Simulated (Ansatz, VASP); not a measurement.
One calculation of W, two programs

```
W
1.0
     7.73541    0.00000    0.00000
    -3.86771    6.69906    0.00000
    -2.57847    0.00000    0.92502
W
3
Cartesian
  0.0000 4.4660 0.0000
  0.0000 0.0000 0.0000
  3.8677 2.2330 0.0000
```

Change from the starting cell: band edges of the strained film's bulk.

Alike in both runs: task single point; functional PBE; k mesh 6 × 6 × 36; occupations gaussian, width 0.1 eV; no spin polarisation.

|  | VASP | Ansatz |
| --- | --- | --- |
| version | VASP 6.6.1 | Ansatz 0.2.0 |
| potentials or method | VASP PAW PBE potentials, release 64 (W_sv), cutoff 520 eV | scalar-relativistic, plane waves, PAW |
| valence electrons in the cell | 42 | 42 |

Ansatz gave:

* gap on the k mesh at the Fermi level (eV): none
* pressure (GPa): 3.0
* traceless stress, the component that is largest in VASP (GPa): -3.11

Q: Which values does VASP return?

A: gap on the k mesh at the Fermi level (eV): none; pressure (GPa): 3.6; traceless stress, the component that is largest in VASP (GPa): -3.14.

A gap of «none» marks a metal or a gap that the smearing closes. The functional is the same, so the differences come from potentials, cutoffs and numerics.

The k mesh is coarse, so the values compare programs but aren't converged. Spin-orbit coupling is off throughout.
